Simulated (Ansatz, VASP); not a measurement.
## One calculation of Pd, two programs

```
Pd
1.0
     2.74843    0.00000    0.00000
    -1.37421    2.38021    0.00000
     0.00000    0.00000    4.59851
Pd
2
Direct
  0.33333 0.66667 0.25000
  0.66667 0.33333 0.75000
```

Alike in both runs: functional r2SCAN; k mesh 13 × 13 × 7; occupations fermi-dirac, width 0.05 eV; collinear spin.

Ansatz relaxed the structure, and its values are those at the end. VASP's run is a single point on that final structure, the one shown.

```csv
,VASP,Ansatz
version,VASP 6.6.1,Ansatz 0.2.0
potentials or method,"VASP PAW PBE potentials, release 64 (Pd), cutoff 520 eV","plane waves (500 eV) with PAW, scalar-relativistic"
valence electrons in the cell,20,36
```

VASP gave:

```
pressure (GPa)                                                : 0.7
net moment per atom (μB)                                      : 0.39
size of the moment on the site where the two differ most (μB) : 0.40
```

Problem. What did Ansatz give for the same quantities?

Solution. Pressure (GPa): 0.0; net moment per atom (μB): 0.39; size of the moment on the site where the two differ most (μB): 0.41.

VASP's potentials were made for PBE, not for r2SCAN. Site moments also hang on the region over which each program counts them. With one functional, cell and mesh, what is left measures potentials, basis and numerics. VASP's potentials hold 20 valence electrons a cell and Ansatz's 36, so a difference there can come from the potentials and not from the codes.
